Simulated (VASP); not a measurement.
MgO (Periclase), 2 atoms in the cell. The structure is cubic, space group Fm-3m (No. 225). The conventional cell has a = 4.296 Å, b = 4.296 Å, c = 4.296 Å, α = 90.00°, β = 90.00°, γ = 90.00°. Mg (site symmetry m-3m) has 6 O at 2.15 Å within 2.8 Å. Within 2.8 Å of O (site symmetry m-3m) lie 6 Mg at 2.15 Å.  This cell differs from its parent crystal: volume changed by +3%.

| Item | Value |
| --- | --- |
| Program | VASP 6.6.1 |
| Task | single point |
| Functional | PBE |
| Potentials or basis | VASP PAW PBE potentials, release 64 (Mg, O) |
| Cutoff | 600 eV |
| k mesh | 8 × 8 × 8 |
| Occupations | gaussian, width 0.01 eV |
| Spin | no spin polarisation |
| Dipole correction | no |
| Further INCAR settings | ALGO = Normal; EDIFF = 1e-06; NBANDS = 11 |

Potentials or basis: VASP PAW PBE potentials, release 64 (Mg, O).

Run with:

```bash
$ cat potpaw_PBE.64/Mg/POTCAR potpaw_PBE.64/O/POTCAR > POTCAR
$ mpirun -np 1 vasp_std > vasp.out
```

Hardware: 1 thread of Intel(R) Xeon(R) Platinum 8488C (Sapphire Rapids), with other jobs on the host.

Q: Estimate the wall time of this run.

A: Wall time 5.9 s on 1 thread of Intel(R) Xeon(R) Platinum 8488C (Sapphire Rapids), with other jobs on the host, peak memory 0.14 GiB. Counts: scf iterations 11, k points 29.
